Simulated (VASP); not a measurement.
Runs of VASP 6.6.1 on V. Symmetry: Fm-3m, No. 225, cubic system. The conventional cell has a = 3.790 Å, b = 3.790 Å, c = 3.790 Å, α = 90.00°, β = 90.00°, γ = 90.00°. Within 3.5 Å of V (site symmetry m-3m) lie 12 V at 2.68 Å. This isn't the form of V at room conditions, which is bcc.

| task | level | potentials or basis | spin | gap on the mesh (eV) | pressure (GPa) | moment (μB) |
| --- | --- | --- | --- | --- | --- | --- |
| single point | LDA | VASP PAW LDA potentials, release 64 (V_sv) | collinear, ferromagnetic start | none | -8.6 | 0.00 |
| single point | PBE | VASP PAW PBE potentials, release 64 (V_sv) | non-collinear, typed start, SOC | - | 4.1 | 0.00 |
| electric field gradients | r2SCAN | VASP PAW PBE potentials, release 64 (V_sv) | collinear, ferromagnetic start | none | (a) | 0.00 |
| electric field gradients | PBEsol | VASP PAW PBE potentials, release 64 (V_sv) | collinear, ferromagnetic start | none | -2.8 | 0.00 |
| single point | PBE | VASP PAW PBE potentials, release 64 (V_sv) | collinear, ferromagnetic start | none | 4.1 | 0.00 |
| electric field gradients | LDA | VASP PAW LDA potentials, release 64 (V_sv) | collinear, ferromagnetic start | none | -8.6 | 0.00 |

Alike in all rows: cell as given; k mesh 16 × 16 × 16; cutoff (eV) 520; smearing fermi-dirac 0.05 eV.

Question: Fill in the values left out.

Answer: (a) 2.2.

Caveats: the cell stands under tension (at least some runs); the cell stands under pressure (at least some runs); the PAW data sets were made with another functional, which shifts forces and pressure a little (at least some runs).

A gap of «none» marks levels without a gap at the run's occupations.
